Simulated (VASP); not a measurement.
A run of VASP 6.6.1:

POSCAR

```
Li
1.0
    3.4333239680      1.9822305172      7.6064543749
   -3.4333239680      1.9822305172      7.6064543749
    0.0000000000     -3.9644610342      7.6064543750
Li
12
Direct
    0.0816701963      0.5267988381      0.0816701963
    0.0816701963      0.0816701963      0.5267988381
    0.5267988381      0.0816701963      0.0816701963
    0.9183298037      0.4732011619      0.9183298037
    0.4732011619      0.9183298037      0.9183298037
    0.9183298037      0.9183298037      0.4732011619
    0.2285431891      0.6272755122      0.2285431891
    0.2285431891      0.2285431891      0.6272755122
    0.6272755122      0.2285431891      0.2285431891
    0.7714568109      0.3727244878      0.7714568109
    0.3727244878      0.7714568109      0.7714568109
    0.7714568109      0.7714568109      0.3727244878
```

File INCAR.step1:

```
SYSTEM = Li
PREC = Accurate
ENCUT = 520
ISMEAR = 0
SIGMA = 0.1
LREAL = .False.
LASPH = .True.
NELM = 100
NBANDS = 30
GGA = PE
ALGO = Normal
EDIFF = 1E-4
LWAVE = .True.
LCHARG = .False.
```

Contents of INCAR.step2:

```
SYSTEM = Li
PREC = Accurate
ENCUT = 520
EDIFF = 1E-7
ISMEAR = 0
SIGMA = 0.1
LREAL = .False.
LASPH = .True.
NELM = 100
ALGO = Normal
ISIF = 2
LWAVE = .False.
LCHARG = .False.
METAGGA = R2SCAN
LMIXTAU = .True.
NBANDS = 30
ISTART = 1
```

File KPOINTS:

```
Automatic mesh
0
Gamma
  3 3 3
  0 0 0
```

Potentials or basis: VASP PAW PBE potentials, release 64 (Li_sv).

Run with:

```sh
$ cat potpaw_PBE.64/Li_sv/POTCAR > POTCAR
$ cp INCAR.step1 INCAR
$ mpirun -np 1 vasp_std > vasp.out
$ cp INCAR.step2 INCAR
$ mpirun -np 1 vasp_std > vasp.out
```

Hardware: 1 thread of Intel(R) Xeon(R) Platinum 8375C CPU @ 2.90GHz (Ice Lake), with other jobs on the host.

Estimate the wall time of this run.

Run time: 18 min on 1 thread of Intel(R) Xeon(R) Platinum 8375C CPU @ 2.90GHz (Ice Lake) (shared host), peak memory 0.61 GiB. Counts: k points 6.
